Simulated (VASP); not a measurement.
# Te (R-3m) in VASP: further runs

Te is run at these levels: r2SCAN; tasks: single point.

Program: VASP 6.6.1. These are calculated values, not measurements. Logs are shortened: lines on timing, memory, paths and dates and some standing lists are left out, and cuts for length are marked.

## Step 1: The cell of the first run

The structure is trigonal, space group R-3m (No. 166). The conventional cell has a = 4.612 Å, b = 4.612 Å, c = 5.225 Å, α = 90.00°, β = 90.00°, γ = 120.00°. Within 4.2 Å of Te (site symmetry -3m) lie 6 Te at 3.18 Å.

## Step 2: Single point, r2SCAN (strain +0.000 along x and y, +0.030 along z)

POSCAR

```
Te
1.0
    2.3059043427      1.3313144930      1.7416823150
   -2.3059043427      1.3313144930      1.7416823150
    0.0000000000     -2.6626289859      1.7416823150
Te
1
Direct
    0.5000000000      0.5000000000      0.5000000000
```

INCAR.step1

```
SYSTEM = Te
ALGO = Normal ; EDIFF = 1E-4
ENCUT = 520 ; GGA = PE
ISMEAR = 0 ; LASPH = .TRUE.
LCHARG = .FALSE. ; LREAL = .FALSE.
LWAVE = .TRUE. ; NBANDS = 9
NELM = 60 ; PREC = Accurate
SIGMA = 0.15
```

INCAR.step2

```
SYSTEM = Te
ALGO = Normal ; EDIFF = 1E-6
ENCUT = 520 ; ISIF = 2
ISMEAR = 0 ; ISTART = 1
LASPH = .TRUE. ; LCHARG = .FALSE.
LMIXTAU = .TRUE. ; LREAL = .FALSE.
LWAVE = .FALSE. ; METAGGA = R2SCAN
NBANDS = 9 ; NELM = 60
PREC = Accurate ; SIGMA = 0.15
```

KPOINTS

```
k-points
0
G
  15 15 15
  0 0 0
```

Potentials or basis: VASP PAW PBE potentials, release 64 (Te).

Run with:

```bash
cat potpaw_PBE.64/Te/POTCAR > POTCAR
cp INCAR.step1 INCAR
mpirun -np 1 vasp_std > vasp.out
cp INCAR.step2 INCAR
mpirun -np 1 vasp_std > vasp.out
```

OUTCAR:

```text
SYSTEM = Te
   EDIFF = 1E-6
   ENCUT = 520
   ISIF = 2
   ISMEAR = 0
   ISTART = 1
   LASPH = .TRUE.
   LREAL = .FALSE.
   METAGGA = R2SCAN
   NELM = 60
   PREC = Accurate

 ion  position               nearest neighbor table
   1  0.500  0.500  0.500-

  LATTYP: Found a trigonal (rhomboedric) cell.
 ALAT       =     3.1816741510
 COS(alpha) =    -0.0505123704

  Lattice vectors:

 A1 = (   2.3059043427,   1.3313144930,   1.7416823150)
 A2 = (  -2.3059043427,   1.3313144930,   1.7416823150)
 A3 = (   0.0000000000,  -2.6626289859,   1.7416823150)

Analysis of symmetry for initial positions (statically):
=====================================================================
 Subroutine PRICEL returns:
 Original cell was already a primitive cell.

 Routine SETGRP: Setting up the symmetry group for a
 trigonal (rhombohedral) supercell.

 Subroutine GETGRP returns: Found 12 space group operations
 (whereof 12 operations were pure point group operations)
 out of a pool of 12 trial point group operations.

The static configuration has the point symmetry D_3d.

Analysis of symmetry for dynamics (positions and initial velocities):
=====================================================================
 Subroutine PRICEL returns:
 Original cell was already a primitive cell.

 Routine SETGRP: Setting up the symmetry group for a
 trigonal (rhombohedral) supercell.

 Subroutine GETGRP returns: Found 12 space group operations
 (whereof 12 operations were pure point group operations)
 out of a pool of 12 trial point group operations.

The dynamic configuration has the point symmetry D_3d.

 Subroutine INISYM returns: Found 12 space group operations
 (whereof 12 operations are pure point group operations),
 and found     1 'primitive' translations

----------------------------------------------------------------------------------------

                                     Primitive cell

  volume of cell :      32.0806

  direct lattice vectors                    reciprocal lattice vectors
     2.305904343  1.331314493  1.741682315     0.216834667  0.125189553  0.191385840
    -2.305904343  1.331314493  1.741682315    -0.216834667  0.125189553  0.191385840
     0.000000000 -2.662628986  1.741682315     0.000000000 -0.250379107  0.191385840

  length of vectors
     3.181674151  3.181674151  3.181674151     0.315147960  0.315147960  0.315147960

  position of ions in fractional coordinates (direct lattice)
     0.500000000  0.500000000  0.500000000

  ion indices of the primitive-cell ions
   primitive index   ion index
                 1           1

----------------------------------------------------------------------------------------

 KPOINTS: k-points

Automatic generation of k-mesh.
 Grid dimensions read from file:
 generate k-points for:   15   15   15

 Generating k-lattice:

  Cartesian coordinates                     Fractional coordinates (reciprocal lattice)
     0.014455644  0.008345970  0.012759056     0.066666667  0.000000000  0.000000000
    -0.014455644  0.008345970  0.012759056     0.000000000  0.066666667  0.000000000
     0.000000000 -0.016691940  0.012759056     0.000000000  0.000000000  0.066666667

  Length of vectors
     0.021009864  0.021009864  0.021009864

  Shift w.r.t. Gamma in fractional coordinates (k-lattice)
     0.000000000  0.000000000  0.000000000

 Subroutine IBZKPT returns following result:
 ===========================================

 Found    344 irreducible k-points:

 Following reciprocal coordinates:
            Coordinates               Weight
  0.000000  0.000000  0.000000      1.000000
  0.066667  0.000000  0.000000      6.000000
  0.133333  0.000000  0.000000      6.000000
  0.200000 -0.000000  0.000000      6.000000
  0.266667  0.000000  0.000000      6.000000
  0.333333 -0.000000  0.000000      6.000000
[... 16 lines left out ...]
  0.133333  0.133333  0.000000      6.000000
  0.200000  0.133333  0.000000     12.000000
 [... further k-points ...]
   k-points           NKPTS =    344   k-points in BZ     NKDIM =    344   number of bands    NBANDS=      9
   number of dos      NEDOS =    301   number of ions     NIONS =      1
   total plane-waves  NPLWV =  13824
   dimension x,y,z NGX =    24 NGY =   24 NGZ =   24
   dimension x,y,z NGXF=    48 NGYF=   48 NGZF=   48
   ions per type =               1
   NGX,Y,Z   is equivalent  to a cutoff of  12.54, 12.54, 12.54 a.u.
   NGXF,Y,Z  is equivalent  to a cutoff of  25.08, 25.08, 25.08 a.u.
 SYSTEM =  Te
   PREC   = accura    normal or accurate (medium, high low for compatibility)
   ISTART =      1    job   : 0-new  1-cont  2-samecut
   ICHARG =      0    charge: 1-file 2-atom 10-const
   ISPIN  =      1    spin polarized calculation?
   LNONCOLLINEAR =      F non collinear calculations
   LSORBIT =      F    spin-orbit coupling
   LASPH  =      T    aspherical Exc in radial PAW
   ENCUT  =  520.0 eV  38.22 Ry    6.18 a.u.   5.92  5.92  5.92*2*pi/ulx,y,z
   NELM   =     60;   NELMIN=  2; NELMDL=  0     # of ELM steps
   EDIFF  = 0.1E-05   stopping-criterion for ELM
   LREAL  =      F    real-space projection
   EDIFFG = 0.1E-04   stopping-criterion for IOM
   NSW    =      0    number of steps for IOM
   IBRION =     -1    ionic relax: 0-MD 1-quasi-New 2-CG
   NFREE  =      0    steps in history (QN), initial steepest desc. (CG)
   ISIF   =      2    stress and relaxation
   ISYM   =      2    0-nonsym 1-usesym 2-fastsym
   POTIM  = 0.5000    time-step for ionic-motion
   TEBEG  =    0.0;   TEEND  =   0.0 temperature during run
   PSTRESS=    0.0 pullay stress
   NELECT =       6.0000    total number of electrons
   NUPDOWN=      -1.0000    fix difference up-down
   EMIN   =  10.00;   EMAX   =-10.00  energy-range for DOS
   EFERMI =   0.00;   METHOD = LEGACY
   ISMEAR =     0;   SIGMA  =   0.15  broadening in eV -4-tet -1-fermi 0-gaus
   EFERMI_NEDOS =   21; number of points for ismear=-14 and -15
   IALGO  =     38    algorithm
   IMIX   =      4    mixing-type and parameters
     AMIX     =   0.40;   BMIX     =  1.00
     AMIX_MAG =   1.60;   BMIX_MAG =  1.00
  volume/ion in A,a.u.               =      32.08       216.49
  Fermi-wavevector in a.u.,A,eV,Ry     =   0.936220  1.769199 11.925611  0.876508
  Thomas-Fermi vector in A             =   2.063207
   LORBIT       =      0    0 simple, 1 ext, 2 COOP (PROOUT), +10 PAW based schemes
   METAGGA = R2SCAN    functional components
   LHFCALC =     F    Hartree Fock is set to
   AEXX    =    0.0000 exact exchange contribution
   IVDW    =     0    specifies the selected vdW correction
   LEPSILON=     F    determine dielectric tensor
   LRPA    =     F    only Hartree local field effects (RPA)
 non-spin polarized calculation
 Gauss-broadening in eV      SIGMA  =   0.15
  energy-cutoff  :      520.00
  volume of cell :       32.08
 maximum number of plane-waves:       881
   NGX = 11   NGY = 11   NGZ = 11

 number of electron       6.0000000 magnetization

 Free energy of the ion-electron system (eV)
  ---------------------------------------------------
  ext. energy  EPLUGINS =         0.00000000
  ---------------------------------------------------
  free energy    TOTEN  =       -25.34111435 eV

  energy without entropy =      -25.33604847  energy(sigma->0) =      -25.33858141

 E-fermi :   6.5740     XC(G=0):  -9.8396

 val. band max:        6.5726608372   @ k =  -0.1333   0.2000   0.0667
 cond. band min:       6.5929468473   @ k =  -0.2000   0.1333   0.1333
 fundamental gap:      0.0202860101
 Fermi energy:         6.5740153332

 k-point     1 :       0.0000    0.0000    0.0000
  band No.  band energies     occupation
      1      -7.7777      2.00000
      2       7.6060      0.00000
      3       8.0021      0.00000
      4       8.0021      0.00000
      5      12.9662      0.00000
      6      12.9662      0.00000
      7      13.9130      0.00000
      8      24.5841      0.00000
      9      24.7819      0.00000

 k-point     2 :       0.0667    0.0000    0.0000
  band No.  band energies     occupation
      1      -7.7209      2.00000
      2       7.1645      0.00000
      3       7.8346      0.00000
      4       8.0512      0.00000
      5      13.0180      0.00000
      6      13.3931      0.00000
      7      14.3141      0.00000
      8      23.2708      0.00000
      9      23.3746      0.00000

 k-point     3 :       0.1333    0.0000    0.0000
  band No.  band energies     occupation
      1      -7.5529      2.00000
      2       5.8323      2.00000
      3       7.9397      0.00000
      4       8.1944      0.00000
      5      13.1710      0.00000
      6      13.7735      0.00000
      7      15.8017      0.00000
      8      21.8741      0.00000
      9      21.9884      0.00000

 k-point     4 :       0.2000   -0.0000    0.0000
  band No.  band energies     occupation
      1      -7.2829      2.00000
      2       4.3429      2.00000
      3       8.1563      0.00000
      4       8.4184      0.00000
      5      13.4172      0.00000
      6      14.1185      0.00000
      7      17.7026      0.00000
      8      20.6397      0.00000
      9      20.7224      0.00000

 k-point     5 :       0.2667    0.0000    0.0000
  band No.  band energies     occupation
      1      -6.9298      2.00000
      2       2.9335      2.00000
      3       8.4327      0.00000
      4       8.6986      0.00000
      5      13.7387      0.00000
      6      14.5572      0.00000
      7      18.8712      0.00000
      8      19.6293      0.00000
      9      20.1768      0.00000

 k-point     6 :       0.3333   -0.0000    0.0000
  band No.  band energies     occupation
      1      -6.5311      2.00000
      2       1.7117      2.00000
      3       8.7267      0.00000
      4       8.9958      0.00000
      5      14.0986      0.00000
      6      15.1029      0.00000
      7      18.2258      0.00000
      8      18.7726      0.00000
      9      20.0644      0.00000
[... 169 lines left out ...]
 k-point    21 :      -0.1333    0.0667   -0.0000
  band No.  band energies     occupation
      1      -7.5046      2.00000
      2       5.9354      2.00000
      3       7.4994      0.00000
      4       8.1351      0.00000
      5      13.4077      0.00000
      6      14.1900      0.00000
      7      15.7484      0.00000
      8      20.5050      0.00000
      9      21.9716      0.00000

 k-point    22 :      -0.0667    0.0667    0.0000
  band No.  band energies     occupation
      1      -7.6684      2.00000
      2       7.1262      0.00000
      3       7.4617      0.00000
      4       8.0022      0.00000
      5      13.2268      0.00000
      6      13.7523      0.00000
      7      14.4785      0.00000
      8      21.8899      0.00000
      9      23.2880      0.00000

 k-point    23 :       0.1333    0.1333    0.0000
  band No.  band energies     occupation
      1      -7.3112      2.00000
      2       5.9198      2.00000
      3       5.9384      2.00000
      4       8.2665      0.00000
      5      13.7028      0.00000
      6      15.9096      0.00000
      7      16.2967      0.00000
      8      20.9707      0.00000
      9      22.1004      0.00000

 k-point    24 :       0.2000    0.1333    0.0000
  band No.  band energies     occupation
      1      -7.0337      2.00000
      2       4.4417      2.00000
      3       6.1259      1.99998
      4       8.4883      0.00000
      5      13.9984      0.00000
      6      16.3268      0.00000
      7      17.8658      0.00000
      8      19.8119      0.00000
      9      20.9276      0.00000

 [... further k-points ...]

------------------------ aborting loop because EDIFF is reached ----------------------------------------

  FORCE on cell =-STRESS in cart. coord.  units (eV):
  Direction    XX          YY          ZZ          XY          YZ          ZX
  --------------------------------------------------------------------------------------
  -------------------------------------------------------------------------------------
  Total        0.0207297      0.0207297      0.0801216      0.0000000      0.0000000     -0.0000000
  in kB        1.0352865      1.0352865      4.0014576      0.0000000      0.0000000     -0.0000000
  external PRESSURE =       2.0240102 kB  Pullay stress =       0.0000000 kB

 VOLUME and BASIS-vectors are now :
 -----------------------------------------------------------------------------
  energy-cutoff  :      520.00
  volume of cell :       32.08
      direct lattice vectors                 reciprocal lattice vectors
     2.305904343  1.331314493  1.741682315     0.216834667  0.125189553  0.191385840
    -2.305904343  1.331314493  1.741682315    -0.216834667  0.125189553  0.191385840
     0.000000000 -2.662628986  1.741682315     0.000000000 -0.250379107  0.191385840

 POSITION                                       TOTAL-FORCE (eV/Angst)
 -----------------------------------------------------------------------------------
      0.00000      0.00000      2.61252         0.000000     -0.000000      0.000000
 -----------------------------------------------------------------------------------
    total drift:                                0.000000      0.000000     -0.000000

  FREE ENERGIE OF THE ION-ELECTRON SYSTEM (eV)
  ---------------------------------------------------
  free  energy   TOTEN  =       -25.3411143476 eV

  energy  without entropy=      -25.3360484704  energy(sigma->0) =      -25.33858141
```

Wall time 2.2 min (1 thread of AMD EPYC 9R45 (Zen 5), shared host); peak memory 0.19 GiB.

Results:

```yaml
Free_energy: -25.3411 eV
Pressure: 0.2 GPa
Band_gap_on_the_k_mesh: zero (bands 3 and 4 overlap by 5.34 eV)
```

Caveat: the cell differs from its parent crystal (strain +0.000 along x and y, +0.030 along z); the PAW data sets were made with another functional, which shifts forces and pressure a little; spin-orbit coupling is left out, which moves the levels of the heavy elements.

## Step 3: Single point, r2SCAN (strain +0.030 along x and y, -0.030 along z)

POSCAR

```
Te
1.0
    2.3750814730      1.3712539278      1.6402250928
   -2.3750814730      1.3712539278      1.6402250928
    0.0000000000     -2.7425078555      1.6402250928
Te
1
Direct
    0.5000000000      0.5000000000      0.5000000000
```

INCAR.step1

```
PREC = Accurate
ENCUT = 520
ISMEAR = 0
SIGMA = 0.15
LREAL = F
LASPH = T
NELM = 60
NBANDS = 9
GGA = PE
ALGO = Normal
EDIFF = 1E-4
LWAVE = T
LCHARG = F
```

INCAR.step2

```
PREC = Accurate
ENCUT = 520
EDIFF = 1E-7
ISMEAR = 0
SIGMA = 0.15
LREAL = F
LASPH = T
NELM = 60
ALGO = Normal
ISIF = 2
LWAVE = F
LCHARG = F
METAGGA = R2SCAN
LMIXTAU = T
NBANDS = 9
ISTART = 1
```

KPOINTS

```
regular mesh
0
Gamma
  15 15 15
```

Potentials or basis: VASP PAW PBE potentials, release 64 (Te).

Run with:

```bash
cat potpaw_PBE.64/Te/POTCAR > POTCAR
cp INCAR.step1 INCAR
mpirun -np 1 vasp_std > vasp.out
cp INCAR.step2 INCAR
mpirun -np 1 vasp_std > vasp.out
```

Run time: 2.3 min. Hardware: 1 thread of AMD EPYC 9R45 (Zen 5), shared host; peak memory 0.19 GiB.

The run converged. Its results:

```
Free energy            : -25.3346 eV
Pressure               : -0.5 GPa
Band gap on the k mesh : zero (bands 3 and 4 overlap by 4.67 eV)
```

Stress tensor (GPa, compression positive):
```
-0.81  0.00  0.00
 0.00 -0.81  0.00
 0.00  0.00  0.11
```

Levels at points of the mesh, in eV from the Fermi level:
```
           k point  band 1  band 2  band 3  band 4  band 5  band 6  band 7
(0.00, 0.00, 0.00)  -14.25    0.90    1.72    1.72    6.62    6.62    7.51
```

Caveat: the cell differs from its parent crystal (strain +0.030 along x and y, -0.030 along z); the PAW data sets were made with another functional, which shifts forces and pressure a little; spin-orbit coupling is left out, which moves the levels of the heavy elements.

## Step 4: Single point, r2SCAN (strain +0.030 along x and y, +0.000 along z)

POSCAR

```
Te
1.0
    2.3750814730      1.3712539278      1.6909537039
   -2.3750814730      1.3712539278      1.6909537039
    0.0000000000     -2.7425078555      1.6909537039
Te
1
Direct
    0.5000000000      0.5000000000      0.5000000000
```

INCAR.step1

```
ALGO = Normal ; EDIFF = 1E-4
ENCUT = 520 ; GGA = PE
ISMEAR = 0 ; LASPH = T
LCHARG = F ; LREAL = F
LWAVE = T ; NBANDS = 9
NELM = 60 ; PREC = Accurate
SIGMA = 0.15
```

INCAR.step2

```
ALGO = Normal ; EDIFF = 1E-6
ENCUT = 520 ; ISIF = 2
ISMEAR = 0 ; ISTART = 1
LASPH = T ; LCHARG = F
LMIXTAU = T ; LREAL = F
LWAVE = F ; METAGGA = R2SCAN
NBANDS = 9 ; NELM = 60
PREC = Accurate ; SIGMA = 0.15
```

KPOINTS

```
k-points
0
Gamma
  15 15 15
```

Run with:

```bash
cat potpaw_PBE.64/Te/POTCAR > POTCAR
cp INCAR.step1 INCAR
mpirun -np 1 vasp_std > vasp.out
cp INCAR.step2 INCAR
mpirun -np 1 vasp_std > vasp.out
```

It took 2.3 min on 1 thread of AMD EPYC 9R45 (Zen 5), shared host; peak memory 0.19 GiB.

Results (log left out):

| Quantity | Value |
| --- | --- |
| Free energy | -25.3316 eV |
| Pressure | -1.7 GPa |
| Band gap on the k mesh | zero (bands 3 and 4 overlap by 4.64 eV) |

Stress tensor (GPa, compression positive):
```
-2.06  0.00  0.00
 0.00 -2.06  0.00
 0.00  0.00 -1.07
```

Levels at points of the mesh, in eV from the Fermi level:
| k point | band 1 | band 2 | band 3 | band 4 | band 5 | band 6 | band 7 |
| --- | --- | --- | --- | --- | --- | --- | --- |
| (0.00, 0.00, 0.00) | -14.06 | 0.90 | 1.56 | 1.56 | 6.56 | 6.56 | 7.29 |

Caveat: the cell differs from its parent crystal (strain +0.030 along x and y, +0.000 along z); the PAW data sets were made with another functional, which shifts forces and pressure a little; spin-orbit coupling is left out, which moves the levels of the heavy elements.

## Step 5: Summary

```csv
cell,gap on the mesh (eV),pressure (GPa)
"a = 3.182 Å, angles 92.9°, 1 atom",none,0.2
"a = 3.196 Å, angles 96.0°, 1 atom",none,-0.5
"a = 3.222 Å, angles 95.0°, 1 atom",none,-1.7
```

Alike in all rows: task single point; level r2SCAN; potentials or basis VASP PAW PBE potentials, release 64 (Te); no spin polarisation; k mesh 15 × 15 × 15; cutoff (eV) 520; smearing gaussian 0.15 eV.

Caveats: the PAW data sets were made with another functional, which shifts forces and pressure a little; spin-orbit coupling is left out, which moves the levels of the heavy elements.

Total energies depend on the potentials used, so only differences within one code and one set of settings carry meaning.

The gap in the log of VASP goes by the Fermi energy; the results here count the filled bands.